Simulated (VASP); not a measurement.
# C (Fd-3m) in VASP: notebook

C is run at these levels: PBE; tasks: relaxation of cell and atoms, single point.

All numbers are computed with VASP 6.6.1; they aren't measurements. Logs are shortened: lines on timing, memory, paths and dates and some standing lists are left out, and cuts for length are marked.

### 1 The cell of the first run

The structure is cubic, space group Fd-3m (No. 227). The conventional cell has a = 3.571 Å, b = 3.571 Å, c = 3.571 Å, α = 90.00°, β = 90.00°, γ = 90.00°. C (site symmetry -43m) has 4 C at 1.55 Å within 2.1 Å.

### 2 Relaxation of cell and atoms, PBE

Input file INCAR:

```
SYSTEM = C
ALGO = Normal
EDIFF = 1E-6
EDIFFG = -0.01
ENCUT = 600
GGA = PE
IBRION = 2
ISIF = 3
ISMEAR = 0
LASPH = .True.
LCHARG = .False.
LREAL = .False.
LWAVE = .False.
NELM = 60
NSW = 100
PREC = Accurate
SIGMA = 0.02
```

Input file KPOINTS:

```
k-points
0
Gamma
  12 12 12
  0 0 0
```

Input file POSCAR:

```
C
1.0
    0.0000000000      1.7856488529      1.7856488529
    1.7856488529      0.0000000000      1.7856488529
    1.7856488529      1.7856488529      0.0000000000
C
2
Direct
    0.0000000000      0.0000000000      0.0000000000
    0.2500000000      0.2500000000      0.2500000000
```

Potentials or basis: VASP PAW PBE potentials, release 64 (C).

Run with:

```sh
$ cat potpaw_PBE.64/C/POTCAR > POTCAR
$ mpirun -np 1 vasp_std > vasp.out
```

OUTCAR:

```text
SYSTEM = C
   EDIFF = 1E-6
   EDIFFG = -0.01
   ENCUT = 600
   GGA = PE
   IBRION = 2
   ISIF = 3
   ISMEAR = 0
   LASPH = .True.
   LREAL = .False.
   NELM = 60
   NSW = 100
   PREC = Accurate

 ion  position               nearest neighbor table
   1  0.000  0.000  0.000-   2 1.55   2 1.55   2 1.55   2 1.55
   2  0.250  0.250  0.250-   1 1.55   1 1.55   1 1.55   1 1.55

  LATTYP: Found a face centered cubic cell.
 ALAT       =     3.5712977058

  Lattice vectors:

 A1 = (   0.0000000000,   1.7856488529,   1.7856488529)
 A2 = (   1.7856488529,   0.0000000000,   1.7856488529)
 A3 = (   1.7856488529,   1.7856488529,   0.0000000000)

Analysis of symmetry for initial positions (statically):
=====================================================================
 Subroutine PRICEL returns:
 Original cell was already a primitive cell.

 Routine SETGRP: Setting up the symmetry group for a
 face centered cubic supercell.

 Subroutine GETGRP returns: Found 48 space group operations
 (whereof 24 operations were pure point group operations)
 out of a pool of 48 trial point group operations.

The static configuration has the point symmetry T_d .
 The point group associated with its full space group is O_h .

Analysis of symmetry for dynamics (positions and initial velocities):
=====================================================================
 Subroutine PRICEL returns:
 Original cell was already a primitive cell.

 Routine SETGRP: Setting up the symmetry group for a
 face centered cubic supercell.

 Subroutine GETGRP returns: Found 48 space group operations
 (whereof 24 operations were pure point group operations)
 out of a pool of 48 trial point group operations.

The dynamic configuration has the point symmetry T_d .
 The point group associated with its full space group is O_h .

 Subroutine INISYM returns: Found 48 space group operations
 (whereof 24 operations are pure point group operations),
 and found     1 'primitive' translations

----------------------------------------------------------------------------------------

                                     Primitive cell

  volume of cell :      11.3872

  direct lattice vectors                    reciprocal lattice vectors
     0.000000000  1.785648853  1.785648853    -0.280010260  0.280010260  0.280010260
     1.785648853  0.000000000  1.785648853     0.280010260 -0.280010260  0.280010260
     1.785648853  1.785648853  0.000000000     0.280010260  0.280010260 -0.280010260

  length of vectors
     2.525288825  2.525288825  2.525288825     0.484991997  0.484991997  0.484991997

  position of ions in fractional coordinates (direct lattice)
     0.000000000  0.000000000  0.000000000
     0.250000000  0.250000000  0.250000000

  ion indices of the primitive-cell ions
   primitive index   ion index
                 1           1
                 2           2

----------------------------------------------------------------------------------------

 KPOINTS: k-points

Automatic generation of k-mesh.
 Grid dimensions read from file:
 generate k-points for:   12   12   12

 Generating k-lattice:

  Cartesian coordinates                     Fractional coordinates (reciprocal lattice)
    -0.023334188  0.023334188  0.023334188     0.083333333  0.000000000  0.000000000
     0.023334188 -0.023334188  0.023334188     0.000000000  0.083333333  0.000000000
     0.023334188  0.023334188 -0.023334188     0.000000000  0.000000000  0.083333333

  Length of vectors
     0.040416000  0.040416000  0.040416000

  Shift w.r.t. Gamma in fractional coordinates (k-lattice)
     0.000000000  0.000000000  0.000000000

 Subroutine IBZKPT returns following result:
 ===========================================

 Found     72 irreducible k-points:

 Following reciprocal coordinates:
            Coordinates               Weight
  0.000000  0.000000  0.000000      1.000000
  0.083333  0.000000  0.000000      8.000000
  0.166667  0.000000  0.000000      8.000000
  0.250000  0.000000  0.000000      8.000000
  0.333333  0.000000  0.000000      8.000000
  0.416667  0.000000  0.000000      8.000000
[... 16 lines left out ...]
  0.500000  0.166667  0.000000     24.000000
 -0.416667  0.166667  0.000000     24.000000
 [... further k-points ...]
   k-points           NKPTS =     72   k-points in BZ     NKDIM =     72   number of bands    NBANDS=      8
   number of dos      NEDOS =    301   number of ions     NIONS =      2
   total plane-waves  NPLWV =   8000
   dimension x,y,z NGX =    20 NGY =   20 NGZ =   20
   dimension x,y,z NGXF=    40 NGYF=   40 NGZF=   40
   ions per type =               2
   NGX,Y,Z   is equivalent  to a cutoff of  13.17, 13.17, 13.17 a.u.
   NGXF,Y,Z  is equivalent  to a cutoff of  26.33, 26.33, 26.33 a.u.
 SYSTEM =  C
   PREC   = accura    normal or accurate (medium, high low for compatibility)
   ISTART =      0    job   : 0-new  1-cont  2-samecut
   ICHARG =      2    charge: 1-file 2-atom 10-const
   ISPIN  =      1    spin polarized calculation?
   LNONCOLLINEAR =      F non collinear calculations
   LSORBIT =      F    spin-orbit coupling
   LASPH  =      T    aspherical Exc in radial PAW
   ENCUT  =  600.0 eV  44.10 Ry    6.64 a.u.   5.04  5.04  5.04*2*pi/ulx,y,z
   NELM   =     60;   NELMIN=  2; NELMDL= -5     # of ELM steps
   EDIFF  = 0.1E-05   stopping-criterion for ELM
   LREAL  =      F    real-space projection
   EDIFFG = -.1E-01   stopping-criterion for IOM
   NSW    =    100    number of steps for IOM
   IBRION =      2    ionic relax: 0-MD 1-quasi-New 2-CG
   NFREE  =      1    steps in history (QN), initial steepest desc. (CG)
   ISIF   =      3    stress and relaxation
   ISYM   =      2    0-nonsym 1-usesym 2-fastsym
   POTIM  = 0.5000    time-step for ionic-motion
   TEBEG  =    0.0;   TEEND  =   0.0 temperature during run
   PSTRESS=    0.0 pullay stress
   NELECT =       8.0000    total number of electrons
   NUPDOWN=      -1.0000    fix difference up-down
   EMIN   =  10.00;   EMAX   =-10.00  energy-range for DOS
   EFERMI =   0.00;   METHOD = LEGACY
   ISMEAR =     0;   SIGMA  =   0.02  broadening in eV -4-tet -1-fermi 0-gaus
   EFERMI_NEDOS =   21; number of points for ismear=-14 and -15
   IALGO  =     38    algorithm
   IMIX   =      4    mixing-type and parameters
     AMIX     =   0.40;   BMIX     =  1.00
     AMIX_MAG =   1.60;   BMIX_MAG =  1.00
  volume/ion in A,a.u.               =       5.69        38.42
  Fermi-wavevector in a.u.,A,eV,Ry     =   1.455343  2.750200 28.817466  2.118024
  Thomas-Fermi vector in A             =   2.572389
   LORBIT       =      0    0 simple, 1 ext, 2 COOP (PROOUT), +10 PAW based schemes
   GGA     = PE    functional components
   LHFCALC =     F    Hartree Fock is set to
   AEXX    =    0.0000 exact exchange contribution
   IVDW    =     0    specifies the selected vdW correction
   LEPSILON=     F    determine dielectric tensor
   LRPA    =     F    only Hartree local field effects (RPA)
 conjugate gradient relaxation of ions
 non-spin polarized calculation
 Gauss-broadening in eV      SIGMA  =   0.02
  energy-cutoff  :      600.00
  volume of cell :       11.39
 maximum number of plane-waves:       392
   NGX =  9   NGY =  9   NGZ =  9

 number of electron       7.9999999 magnetization

 Free energy of the ion-electron system (eV)
  ---------------------------------------------------
  ext. energy  EPLUGINS =         0.00000000
  ---------------------------------------------------
  free energy    TOTEN  =       -18.19049175 eV

  energy without entropy =      -18.19049175  energy(sigma->0) =      -18.19049175

 E-fermi :   9.8570     XC(G=0): -13.2315

 val. band max:        9.6731541932   @ k =   0.0000   0.0000   0.0000
 cond. band min:      13.8179406998   @ k =   0.3333   0.3333   0.0000
 fundamental gap:      4.1447865066
 Fermi energy:         9.8569943322

 k-point     1 :       0.0000    0.0000    0.0000
  band No.  band energies     occupation
      1     -11.7519      2.00000
      2       9.6732      2.00000
      3       9.6732      2.00000
      4       9.6732      2.00000
      5      15.2529      0.00000
      6      15.2529      0.00000
      7      15.2529      0.00000
      8      22.9168      0.00000

 k-point     2 :       0.0833    0.0000    0.0000
  band No.  band energies     occupation
      1     -11.5603      2.00000
      2       8.4508      2.00000
      3       9.3518      2.00000
      4       9.3518      2.00000
      5      15.6738      0.00000
      6      15.6738      0.00000
      7      15.9628      0.00000
      8      23.0841      0.00000

 k-point     3 :       0.1667    0.0000    0.0000
  band No.  band energies     occupation
      1     -10.9872      2.00000
      2       5.9277      2.00000
      3       8.6540      2.00000
      4       8.6540      2.00000
      5      16.5892      0.00000
      6      16.5892      0.00000
      7      17.0422      0.00000
      8      23.5671      0.00000

 k-point     4 :       0.2500    0.0000    0.0000
  band No.  band energies     occupation
      1     -10.0417      2.00000
      2       3.1000      2.00000
      3       7.9340      2.00000
      4       7.9340      2.00000
      5      17.4439      0.00000
      6      17.4440      0.00000
      7      17.7825      0.00000
      8      24.2454      0.00000

 k-point     5 :       0.3333    0.0000    0.0000
  band No.  band energies     occupation
      1      -8.7448      2.00000
      2       0.3291      2.00000
      3       7.3623      2.00000
      4       7.3623      2.00000
      5      17.9317      0.00000
      6      17.9317      0.00000
      7      18.1980      0.00000
      8      24.8737      0.00000

 k-point     6 :       0.4167    0.0000    0.0000
  band No.  band energies     occupation
      1      -7.1732      2.00000
      2      -2.1691      2.00000
      3       7.0040      2.00000
      4       7.0040      2.00000
      5      18.0922      0.00000
      6      18.0922      0.00000
      7      18.4055      0.00000
      8      25.2353      0.00000

 k-point     7 :       0.5000    0.0000    0.0000
  band No.  band energies     occupation
      1      -5.9994      2.00000
      2      -3.6579      2.00000
      3       6.8827      2.00000
      4       6.8827      2.00000
      5      18.1158      0.00000
      6      18.1158      0.00000
      7      18.4688      0.00000
      8      25.3340      0.00000
[... 133 lines left out ...]
 k-point    20 :       0.2500    0.1667    0.0000
  band No.  band energies     occupation
      1     -10.0389      2.00000
      2       5.0246      2.00000
      3       6.3634      2.00000
      4       7.0102      2.00000
      5      14.8511      0.00000
      6      19.7559      0.00000
      7      19.8075      0.00000
      8      21.5500      0.00000

 k-point    21 :       0.3333    0.1667    0.0000
  band No.  band energies     occupation
      1      -8.9809      2.00000
      2       2.4702      2.00000
      3       5.8534      2.00000
      4       6.2559      2.00000
      5      15.6739      0.00000
      6      20.4145      0.00000
      7      20.4987      0.00000
      8      21.4234      0.00000

 k-point    22 :       0.4167    0.1667    0.0000
  band No.  band energies     occupation
      1      -7.5926      2.00000
      2      -0.0743      2.00000
      3       5.4145      2.00000
      4       5.6353      2.00000
      5      16.3355      0.00000
      6      20.6347      0.00000
      7      20.7378      0.00000
      8      22.3282      0.00000

 k-point    23 :       0.5000    0.1667    0.0000
  band No.  band energies     occupation
      1      -6.0179      2.00000
      2      -2.3050      2.00000
      3       4.6997      2.00000
      4       5.7220      2.00000
      5      16.7571      0.00000
      6      20.3666      0.00000
      7      20.8503      0.00000
      8      23.9203      0.00000

 k-point    24 :      -0.4167    0.1667    0.0000
  band No.  band energies     occupation
      1      -5.5912      2.00000
      2      -2.8176      2.00000
      3       4.2152      2.00000
      4       6.0987      2.00000
      5      17.1931      0.00000
      6      19.8784      0.00000
      7      20.8282      0.00000
      8      25.0653      0.00000

 [... further k-points ...]
[... 5 lines left out ...]
  --------------------------------------------------------------------------------------
  -------------------------------------------------------------------------------------
  Total        0.0070157      0.0070157      0.0070157      0.0000000     -0.0000000     -0.0000000
  in kB        0.9871003      0.9871003      0.9871003      0.0000000     -0.0000000     -0.0000000
  external PRESSURE =       0.9871003 kB  Pullay stress =       0.0000000 kB

 VOLUME and BASIS-vectors are now :
 -----------------------------------------------------------------------------
  energy-cutoff  :      600.00
  volume of cell :       11.39
      direct lattice vectors                 reciprocal lattice vectors
     0.000000000  1.785648853  1.785648853    -0.280010260  0.280010260  0.280010260
     1.785648853  0.000000000  1.785648853     0.280010260 -0.280010260  0.280010260
     1.785648853  1.785648853  0.000000000     0.280010260  0.280010260 -0.280010260

 POSITION                                       TOTAL-FORCE (eV/Angst)
 -----------------------------------------------------------------------------------
      0.00000      0.00000      0.00000         0.000000      0.000000      0.000000
      0.89282      0.89282      0.89282        -0.000000     -0.000000     -0.000000
 -----------------------------------------------------------------------------------
    total drift:                                0.000000      0.000000      0.000000

  FREE ENERGIE OF THE ION-ELECTRON SYSTEM (eV)
  ---------------------------------------------------
  free  energy   TOTEN  =       -18.1904917538 eV

  energy  without entropy=      -18.1904917538  energy(sigma->0) =      -18.19049175

 reached required accuracy - stopping structural energy minimisation
```

Wall time 3 s (1 thread of Intel Xeon 6975P-C (Granite Rapids), shared host); peak memory 0.12 GiB.

What came out:

```
Free energy             : -18.1905 eV
Pressure after relaxing : 0.1 GPa
Band gap on the k mesh  : 4.14 eV, indirect (least direct gap 5.58 eV)
```

Final structure:
```yaml
crystal:
  lattice:
    - [0.00000, 1.78565, 1.78565]
    - [1.78565, 0.00000, 1.78565]
    - [1.78565, 1.78565, 0.00000]
  atoms:
    - { symbol: C, position: [0.00000, 0.00000, 0.00000] }
    - { symbol: C, position: [0.25000, 0.25000, 0.25000] }
```

Levels at points of the mesh, in eV from the valence-band top:
| k point | band 1 | band 2 | band 3 | band 4 | band 5 | band 6 | band 7 | band 8 |
| --- | --- | --- | --- | --- | --- | --- | --- | --- |
| (0.00, 0.00, 0.00) | -21.43 | 0.00 | 0.00 | 0.00 | 5.58 | 5.58 | 5.58 | 13.24 |
| (0.50, 0.00, 0.00) | -15.67 | -13.33 | -2.79 | -2.79 | 8.44 | 8.44 | 8.80 | 15.66 |
| (0.50, 0.50, 0.00) | -12.74 | -12.74 | -6.28 | -6.28 | 4.75 | 4.75 | 16.75 | 16.75 |

Caveat: the relaxation stopped at its first step, so nothing moved.

(Part 1 of 2 ends here.)
